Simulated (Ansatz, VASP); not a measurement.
## BN: VASP beside Ansatz

```
B N
1.0
     2.32561    0.00000    0.00000
    -1.16281    2.01404    0.00000
     0.00000    0.00000    7.37080
B N
2 2
Direct
  0.33333 0.66667 0.25000
  0.66667 0.33333 0.75000
  0.33333 0.66667 0.75000
  0.66667 0.33333 0.25000
```

Alike in both runs: task single point; functional PBEsol; k mesh 12 × 12 × 4; occupations gaussian, width 0.05 eV; no spin polarisation.

|  | VASP | Ansatz |
| --- | --- | --- |
| version | VASP 6.6.1 | Ansatz 0.2.0 |
| potentials or method | VASP PAW PBE potentials, release 64 (B, N), cutoff 520 eV | scalar-relativistic, plane waves, PAW |
| valence electrons in the cell | 16 | 16 |

VASP gave:

| Quantity | Value |
| --- | --- |
| gap on the k mesh at the Fermi level (eV) | 4.32 |
| least direct gap on the mesh (eV) | 5.15 |

Task: Estimate Ansatz's values.

Result: gap on the k mesh at the Fermi level (eV): 4.33; least direct gap on the mesh (eV): 5.15.

VASP's potentials were made for PBE, not for PBEsol, and Ansatz warns of the same on its side.
